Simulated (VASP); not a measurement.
Here is a VASP 6.6.1 calculation.

Contents of POSCAR:

```
TaN
1.0
    2.9380000000      0.0000000000      0.0000000000
   -1.4690000000      2.5443826363      0.0000000000
    0.0000000000      0.0000000000      2.8830000000
Ta N
1 1
Direct
    0.0000000000      0.0000000000      0.5000000000
    0.6666666667      0.3333333333      0.0000000000
```

INCAR.step1

```
PREC = Accurate
ENCUT = 660
ISMEAR = 1
SIGMA = 0.05
LREAL = False
LASPH = True
NELM = 120
NBANDS = 15
GGA = PE
ALGO = Normal
EDIFF = 1E-5
LWAVE = True
LCHARG = False
GGA_COMPAT = False
```

File INCAR.step2:

```
PREC = Accurate
ENCUT = 660
EDIFF = 1E-6
ISMEAR = 1
SIGMA = 0.05
LREAL = False
LASPH = True
NELM = 120
ALGO = Normal
ISIF = 2
LWAVE = False
LCHARG = False
METAGGA = R2SCAN
LMIXTAU = True
NBANDS = 15
ISTART = 1
GGA_COMPAT = False
```

KPOINTS

```
Automatic mesh
0
Gamma
  13 13 12
```

Potentials or basis: VASP PAW PBE potentials, release 64 (Ta_pv, N).

Launch:

```sh
$ cat potpaw_PBE.64/Ta_pv/POTCAR potpaw_PBE.64/N/POTCAR > POTCAR
$ cp INCAR.step1 INCAR
$ mpirun -np 1 vasp_std > vasp.out
$ cp INCAR.step2 INCAR
$ mpirun -np 1 vasp_std > vasp.out
```

(1) What does it give for the band gap on the k mesh?

(2) What does it give for the pressure?

Answers

(1) zero (bands 8 and 9 overlap by 0.36 eV).

(2) 1.4 GPa.

Caveat: the PAW data sets were made with another functional, which shifts forces and pressure a little; spin-orbit coupling is left out, which moves the levels of the heavy elements.
